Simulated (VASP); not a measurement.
# AlCo (rocksalt type) (Fm-3m) in VASP: further runs

The runs below take AlCo (rocksalt type) through relaxation of cell and atoms, with PBE.

Program: VASP 6.6.1. These are calculated values, not measurements. Logs are shortened: lines on timing, memory, paths and dates and some standing lists are left out, and cuts for length are marked.

## Step 1: The cell of the first run

It takes space group Fm-3m (No. 225, cubic). Conventional cell: a = 4.409 Å, b = 4.409 Å, c = 4.409 Å, α = 90.00°, β = 90.00°, γ = 90.00°. Co (site symmetry m-3m) has 6 Al at 2.20 Å within 2.9 Å. Within 2.9 Å of Al (site symmetry m-3m) lie 6 Co at 2.20 Å.

## Step 2: Relaxation of cell and atoms, PBE, target pressure 50 GPa, at which the enthalpy is minimised

Contents of INCAR:

```
ALGO = Normal
EDIFF = 1E-6
EDIFFG = -0.005
ENCUT = 600
GGA = PE
IBRION = 2
ISIF = 3
ISMEAR = -1
LASPH = T
LCHARG = F
LREAL = F
LWAVE = F
NELM = 60
NSW = 60
PREC = Accurate
PSTRESS = 500.0
SIGMA = 0.08
```

Contents of KPOINTS:

```
k-points
0
Gamma
  15 15 15
```

Contents of POSCAR:

```
AlCo
1.0
    0.0000000000      2.2046189108      2.2046189108
    2.2046189108      0.0000000000      2.2046189108
    2.2046189108      2.2046189108      0.0000000000
Co Al
1 1
Direct
    0.0000000000      0.0000000000      0.0000000000
    0.5000000000      0.5000000000      0.5000000000
```

Potentials or basis: VASP PAW PBE potentials, release 64 (Co, Al).

The run is started by

```console
$ cat potpaw_PBE.64/Co/POTCAR potpaw_PBE.64/Al/POTCAR > POTCAR
$ mpirun -np 1 vasp_std > vasp.out
```

OUTCAR:

```text
EDIFF = 1E-6
   EDIFFG = -0.005
   ENCUT = 600
   GGA = PE
   IBRION = 2
   ISIF = 3
   ISMEAR = -1
   LASPH = T
   LREAL = F
   NELM = 60
   NSW = 60
   PREC = Accurate
   PSTRESS = 500.0

 ion  position               nearest neighbor table
   1  0.000  0.000  0.000-   2 2.20   2 2.20   2 2.20   2 2.20   2 2.20   2 2.20
   2  0.500  0.500  0.500-   1 2.20   1 2.20   1 2.20   1 2.20   1 2.20   1 2.20

  LATTYP: Found a face centered cubic cell.
 ALAT       =     4.4092378216

  Lattice vectors:

 A1 = (   0.0000000000,   2.2046189108,   2.2046189108)
 A2 = (   2.2046189108,   0.0000000000,   2.2046189108)
 A3 = (   2.2046189108,   2.2046189108,   0.0000000000)

Analysis of symmetry for initial positions (statically):
=====================================================================
 Subroutine PRICEL returns:
 Original cell was already a primitive cell.

 Routine SETGRP: Setting up the symmetry group for a
 face centered cubic supercell.

 Subroutine GETGRP returns: Found 48 space group operations
 (whereof 48 operations were pure point group operations)
 out of a pool of 48 trial point group operations.

The static configuration has the point symmetry O_h .

Analysis of symmetry for dynamics (positions and initial velocities):
=====================================================================
 Subroutine PRICEL returns:
 Original cell was already a primitive cell.

 Routine SETGRP: Setting up the symmetry group for a
 face centered cubic supercell.

 Subroutine GETGRP returns: Found 48 space group operations
 (whereof 48 operations were pure point group operations)
 out of a pool of 48 trial point group operations.

The dynamic configuration has the point symmetry O_h .

 Subroutine INISYM returns: Found 48 space group operations
 (whereof 48 operations are pure point group operations),
 and found     1 'primitive' translations

----------------------------------------------------------------------------------------

                                     Primitive cell

  volume of cell :      21.4304

  direct lattice vectors                    reciprocal lattice vectors
     0.000000000  2.204618911  2.204618911    -0.226796567  0.226796567  0.226796567
     2.204618911  0.000000000  2.204618911     0.226796567 -0.226796567  0.226796567
     2.204618911  2.204618911  0.000000000     0.226796567  0.226796567 -0.226796567

  length of vectors
     3.117801964  3.117801964  3.117801964     0.392823177  0.392823177  0.392823177

  position of ions in fractional coordinates (direct lattice)
     0.000000000  0.000000000  0.000000000
     0.500000000  0.500000000  0.500000000

  ion indices of the primitive-cell ions
   primitive index   ion index
                 1           1
                 2           2

----------------------------------------------------------------------------------------

 KPOINTS: k-points

Automatic generation of k-mesh.
 Grid dimensions read from file:
 generate k-points for:   15   15   15

 Generating k-lattice:

  Cartesian coordinates                     Fractional coordinates (reciprocal lattice)
    -0.015119771  0.015119771  0.015119771     0.066666667  0.000000000  0.000000000
     0.015119771 -0.015119771  0.015119771     0.000000000  0.066666667  0.000000000
     0.015119771  0.015119771 -0.015119771     0.000000000  0.000000000  0.066666667

  Length of vectors
     0.026188212  0.026188212  0.026188212

  Shift w.r.t. Gamma in fractional coordinates (k-lattice)
     0.000000000  0.000000000  0.000000000

 Subroutine IBZKPT returns following result:
 ===========================================

 Found    120 irreducible k-points:

 Following reciprocal coordinates:
            Coordinates               Weight
  0.000000  0.000000  0.000000      1.000000
  0.066667  0.000000  0.000000      8.000000
  0.133333  0.000000  0.000000      8.000000
  0.200000  0.000000  0.000000      8.000000
  0.266667  0.000000  0.000000      8.000000
  0.333333  0.000000  0.000000      8.000000
[... 16 lines left out ...]
  0.133333  0.133333  0.000000      6.000000
  0.200000  0.133333  0.000000     24.000000
 [... further k-points ...]
   k-points           NKPTS =    120   k-points in BZ     NKDIM =    120   number of bands    NBANDS=     10
   number of dos      NEDOS =    301   number of ions     NIONS =      2
   total plane-waves  NPLWV =  21952
   dimension x,y,z NGX =    28 NGY =   28 NGZ =   28
   dimension x,y,z NGXF=    56 NGYF=   56 NGZF=   56
   ions per type =               1   1
   NGX,Y,Z   is equivalent  to a cutoff of  14.93, 14.93, 14.93 a.u.
   NGXF,Y,Z  is equivalent  to a cutoff of  29.86, 29.86, 29.86 a.u.
 SYSTEM =  unknown system
   PREC   = accura    normal or accurate (medium, high low for compatibility)
   ISTART =      0    job   : 0-new  1-cont  2-samecut
   ICHARG =      2    charge: 1-file 2-atom 10-const
   ISPIN  =      1    spin polarized calculation?
   LNONCOLLINEAR =      F non collinear calculations
   LSORBIT =      F    spin-orbit coupling
   LASPH  =      T    aspherical Exc in radial PAW
   ENCUT  =  600.0 eV  44.10 Ry    6.64 a.u.   6.23  6.23  6.23*2*pi/ulx,y,z
   NELM   =     60;   NELMIN=  2; NELMDL= -5     # of ELM steps
   EDIFF  = 0.1E-05   stopping-criterion for ELM
   LREAL  =      F    real-space projection
   EDIFFG = -.5E-02   stopping-criterion for IOM
   NSW    =     60    number of steps for IOM
   IBRION =      2    ionic relax: 0-MD 1-quasi-New 2-CG
   NFREE  =      1    steps in history (QN), initial steepest desc. (CG)
   ISIF   =      3    stress and relaxation
   ISYM   =      2    0-nonsym 1-usesym 2-fastsym
   POTIM  = 0.5000    time-step for ionic-motion
   TEBEG  =    0.0;   TEEND  =   0.0 temperature during run
   PSTRESS=  500.0 pullay stress
   NELECT =      12.0000    total number of electrons
   NUPDOWN=      -1.0000    fix difference up-down
   EMIN   =  10.00;   EMAX   =-10.00  energy-range for DOS
   EFERMI =   0.00;   METHOD = LEGACY
   ISMEAR =    -1;   SIGMA  =   0.08  broadening in eV -4-tet -1-fermi 0-gaus
   EFERMI_NEDOS =   21; number of points for ismear=-14 and -15
   IALGO  =     38    algorithm
   IMIX   =      4    mixing-type and parameters
     AMIX     =   0.40;   BMIX     =  1.00
     AMIX_MAG =   1.60;   BMIX_MAG =  1.00
  volume/ion in A,a.u.               =      10.72        72.31
  Fermi-wavevector in a.u.,A,eV,Ry     =   1.349351  2.549904 24.772796  1.820749
  Thomas-Fermi vector in A             =   2.476945
   LORBIT       =      0    0 simple, 1 ext, 2 COOP (PROOUT), +10 PAW based schemes
   GGA     = PE    functional components
   LHFCALC =     F    Hartree Fock is set to
   AEXX    =    0.0000 exact exchange contribution
   IVDW    =     0    specifies the selected vdW correction
   LEPSILON=     F    determine dielectric tensor
   LRPA    =     F    only Hartree local field effects (RPA)
 conjugate gradient relaxation of ions
 non-spin polarized calculation
  energy-cutoff  :      600.00
  volume of cell :       21.43
 maximum number of plane-waves:       728
 NGX is ok and might be reduce to    28
   NGX = 13   NGY = 13   NGZ = 13

 number of electron      12.0000000 magnetization

 Free energy of the ion-electron system (eV)
  ---------------------------------------------------
  ext. energy  EPLUGINS =         0.00000000
  ---------------------------------------------------
  free energy    TOTEN  =        -9.58635741 eV

  energy without entropy =       -9.56589252  energy(sigma->0) =       -9.57612497

 E-fermi :  11.6674     XC(G=0): -12.5573

 val. band max:       11.6589477308   @ k =  -0.4000   0.4000   0.0000
 cond. band min:      11.6880695492   @ k =  -0.3333   0.4667   0.1333
 fundamental gap:      0.0291218184
 Fermi energy:        11.6673977659

 k-point     1 :       0.0000    0.0000    0.0000
  band No.  band energies     occupation
      1       0.1693      2.00000
      2       9.4561      2.00000
      3       9.4561      2.00000
      4       9.4561      2.00000
      5       9.7463      2.00000
      6       9.7463      2.00000
      7      20.8161      0.00000
      8      20.8161      0.00000
      9      20.8161      0.00000
     10      23.9252      0.00000

 k-point     2 :       0.0667    0.0000    0.0000
  band No.  band energies     occupation
      1       0.2762      2.00000
      2       9.3957      2.00000
      3       9.4825      2.00000
      4       9.4825      2.00000
      5       9.7330      2.00000
      6       9.7330      2.00000
      7      20.0319      0.00000
      8      20.7648      0.00000
      9      20.7648      0.00000
     10      23.1871      0.00000

 k-point     3 :       0.1333    0.0000    0.0000
  band No.  band energies     occupation
      1       0.5945      2.00000
      2       9.2175      2.00000
      3       9.4942      2.00000
      4       9.4942      2.00000
      5       9.7633      2.00000
      6       9.7633      2.00000
      7      18.3552      0.00000
      8      20.6344      0.00000
      9      20.6344      0.00000
     10      22.9027      0.00000

 k-point     4 :       0.2000    0.0000    0.0000
  band No.  band energies     occupation
      1       1.1174      2.00000
      2       8.9241      2.00000
      3       9.4009      2.00000
      4       9.4009      2.00000
      5       9.9328      2.00000
      6       9.9328      2.00000
      7      16.5346      0.00000
      8      20.4621      0.00000
      9      20.4621      0.00000
     10      22.7292      0.00000

 k-point     5 :       0.2667    0.0000    0.0000
  band No.  band energies     occupation
      1       1.8324      2.00000
      2       8.5017      2.00000
      3       9.2653      2.00000
      4       9.2653      2.00000
      5      10.1786      2.00000
      6      10.1786      2.00000
      7      14.8470      0.00000
      8      20.2652      0.00000
      9      20.2652      0.00000
     10      22.5223      0.00000

 k-point     6 :       0.3333    0.0000    0.0000
  band No.  band energies     occupation
      1       2.7191      2.00000
      2       7.9063      2.00000
      3       9.1342      2.00000
      4       9.1342      2.00000
      5      10.4407      2.00000
      6      10.4407      2.00000
      7      13.4540      0.00000
      8      20.0507      0.00000
      9      20.0507      0.00000
     10      22.2869      0.00000
[... 183 lines left out ...]
 k-point    21 :      -0.1333    0.0667    0.0000
  band No.  band energies     occupation
      1       0.8396      2.00000
      2       9.1019      2.00000
      3       9.4308      2.00000
      4       9.5105      2.00000
      5       9.7072      2.00000
      6       9.9181      2.00000
      7      17.7971      0.00000
      8      19.1931      0.00000
      9      21.5204      0.00000
     10      23.0673      0.00000

 k-point    22 :      -0.0667    0.0667    0.0000
  band No.  band energies     occupation
      1       0.4534      2.00000
      2       9.3035      2.00000
      3       9.4853      2.00000
      4       9.5396      2.00000
      5       9.6571      2.00000
      6       9.7880      2.00000
      7      19.4969      0.00000
      8      19.6600      0.00000
      9      21.2204      0.00000
     10      23.0197      0.00000

 k-point    23 :       0.1333    0.1333    0.0000
  band No.  band energies     occupation
      1       0.7344      2.00000
      2       9.1789      2.00000
      3       9.4659      2.00000
      4       9.6094      2.00000
      5       9.6094      2.00000
      6       9.8390      2.00000
      7      19.1498      0.00000
      8      19.1498      0.00000
      9      20.6806      0.00000
     10      21.7090      0.00000

 k-point    24 :       0.2000    0.1333    0.0000
  band No.  band energies     occupation
      1       1.1163      2.00000
      2       9.0023      2.00000
      3       9.2973      2.00000
      4       9.6257      2.00000
      5       9.7419      2.00000
      6       9.9523      2.00000
      7      17.8249      0.00000
      8      18.6034      0.00000
      9      20.8637      0.00000
     10      21.8024      0.00000

 [... further k-points ...]

------------------------ aborting loop because EDIFF is reached ----------------------------------------

  FORCE on cell =-STRESS in cart. coord.  units (eV):
  Direction    XX          YY          ZZ          XY          YZ          ZX
  --------------------------------------------------------------------------------------
  -------------------------------------------------------------------------------------
  Total        6.6787870      6.6787870      6.6787870      0.0000000      0.0000000     -0.0000000
  in kB      499.3184314    499.3184314    499.3184314      0.0000000      0.0000000     -0.0000000
  external PRESSURE =      -0.6815686 kB  Pullay stress =     500.0000000 kB

 VOLUME and BASIS-vectors are now :
 -----------------------------------------------------------------------------
  energy-cutoff  :      600.00
  volume of cell :       21.43
      direct lattice vectors                 reciprocal lattice vectors
     0.000000000  2.204618911  2.204618911    -0.226796567  0.226796567  0.226796567
     2.204618911  0.000000000  2.204618911     0.226796567 -0.226796567  0.226796567
     2.204618911  2.204618911  0.000000000     0.226796567  0.226796567 -0.226796567

 POSITION                                       TOTAL-FORCE (eV/Angst)
 -----------------------------------------------------------------------------------
      0.00000      0.00000      0.00000        -0.000000     -0.000000     -0.000000
      2.20462      2.20462      2.20462         0.000000      0.000000      0.000000
 -----------------------------------------------------------------------------------
    total drift:                               -0.000000     -0.000000      0.000000

  FREE ENERGIE OF THE ION-ELECTRON SYSTEM (eV)
  ---------------------------------------------------
  free  energy   TOTEN  =        -9.5863574103 eV

  energy  without entropy=       -9.5658925216  energy(sigma->0) =       -9.57612497

  enthalpy is  TOTEN    =        -2.8984538372 eV   P V=        6.6879035731

 reached required accuracy - stopping structural energy minimisation
```

Run time: 35 s. Hardware: 1 thread of AMD EPYC 9R14 (Zen 4), shared host; peak memory 0.15 GiB.

Results:

- Free energy: -9.5864 eV
- Pressure after relaxing: 49.9 GPa
- Band gap on the k mesh: zero (bands 6 and 7 overlap by 0.12 eV)

Final structure:
```xyz
2
Lattice="0.0000 2.2046 2.2046 2.2046 0.0000 2.2046 2.2046 2.2046 0.0000" Properties=species:S:1:pos:R:3 pbc="T T T"
Co    0.0000    0.0000    0.0000
Al    2.2046    2.2046    2.2046
```

Caveat: the relaxation stopped at its first step, so nothing moved; the cell is relaxed towards a set pressure, so the run minimises the enthalpy, not the energy; the run has no spin polarisation, though such a crystal can be magnetic.

[end of part 1 of 2]

The gap in the log of VASP goes by the Fermi energy; the results here count the filled bands.